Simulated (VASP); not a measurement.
Input of a VASP 6.6.1 run:

The input INCAR:

```
SYSTEM = PbF2
  PREC = Accurate
  ENCUT = 600
  EDIFF = 1E-6
  ISMEAR = -1
  SIGMA = 0.05
  LREAL = .FALSE.
  LASPH = .TRUE.
  NELM = 120
  ALGO = Normal
  ISIF = 2
  LWAVE = .FALSE.
  LCHARG = .FALSE.
  NBANDS = 21
  GGA_COMPAT = .FALSE.
```

File KPOINTS:

```
regular mesh
0
G
  8 8 8
  0 0 0
```

POSCAR

```
PbF2
1.0
    0.0000000000      2.9031601670      2.9031601670
    2.9031601670      0.0000000000      2.9031601670
    2.9031601670      2.9031601670      0.0000000000
Pb F
1 2
Direct
    0.0000000000      0.0000000000      0.0000000000
    0.7500000000      0.7500000000      0.7500000000
    0.2500000000      0.2500000000      0.2500000000
```

Potentials or basis: VASP PAW LDA potentials, release 64 (Pb_d, F).

Run with:

```sh
$ cat potpaw_LDA.64/Pb_d/POTCAR potpaw_LDA.64/F/POTCAR > POTCAR
$ mpirun -np 1 vasp_std > vasp.out
```

Question: What does it give for the pressure?

Answer: 0.2 GPa.

Question: Estimate the band gap on the k mesh.

Answer: 4.20 eV, indirect (least direct gap 4.37 eV).

Caveat: spin-orbit coupling is left out, which moves the levels of the heavy elements. A k mesh can miss the band edges.
